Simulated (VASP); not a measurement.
Ga: single point with PBE

Ga:

```
CELL_PARAMETERS angstrom
1.47844 -4.14473 0.00000
1.47844 4.14473 0.00000
0.00000 0.00000 3.23217
ATOMIC_POSITIONS crystal
Ga 0.86700 0.13300 0.25000
Ga 0.13300 0.86700 0.75000
```

This cell differs from its parent crystal: volume scaled by 1.06.

| Item | Value |
| --- | --- |
| Program | VASP 6.6.1 |
| Task | single point |
| Functional | PBE |
| Potentials or basis | VASP PAW PBE potentials, release 64 (Ga_d) |
| Cutoff | 520 eV |
| k mesh | 12 × 12 × 10 |
| Occupations | fermi-dirac, width 0.08 eV |
| Spin | no spin polarisation |

The pressure is -1.2 GPa and the largest force is 0.166 eV/Å. The band gap on the k mesh is zero (band 13 reaches 10.06 eV, above the bottom of band 14 at 1.15 eV).

Forces on the atoms (eV/Å):
```
Ga   0.000  0.166  0.000
Ga   0.000 -0.166  0.000
```

Stress tensor (GPa, compression positive):
```
-3.05  0.00  0.00
 0.00 -0.01  0.00
 0.00  0.00 -0.39
```

Levels at points of the mesh, in eV from the Fermi level:
| k point | band 9 | band 10 | band 11 | band 12 | band 13 | band 14 | band 15 | band 16 | band 17 | band 18 |
| --- | --- | --- | --- | --- | --- | --- | --- | --- | --- | --- |
| (0.00, 0.00, 0.00) | -14.80 | -14.66 | -10.81 | -2.10 | -1.73 | 2.81 | 6.41 | 7.49 | 8.39 | 10.03 |
| (0.50, 0.00, 0.00) | -14.72 | -14.71 | -6.55 | -5.17 | -1.62 | -0.49 | 6.16 | 6.41 | 8.45 | 8.91 |
| (0.50, 0.50, 0.00) | -14.77 | -14.72 | -8.87 | -8.26 | 4.94 | 5.57 | 5.62 | 6.64 | 6.79 | 9.08 |
| (0.00, 0.00, 0.50) | -14.74 | -14.74 | -7.16 | -7.16 | 1.82 | 1.82 | 2.35 | 2.35 | 9.83 | 9.83 |
| (0.50, 0.00, 0.50) | -14.71 | -14.71 | -3.06 | -3.06 | -1.52 | -1.52 | 1.82 | 1.82 | 4.12 | 4.12 |
| (0.50, 0.50, 0.50) | -14.78 | -14.78 | -5.51 | -5.51 | -3.97 | -3.97 | 9.15 | 9.15 | 10.89 | 10.89 |

Wall time 51 s on 1 thread of Intel(R) Xeon(R) 6975P-C (Granite Rapids) (shared host), peak memory 0.3 GiB.
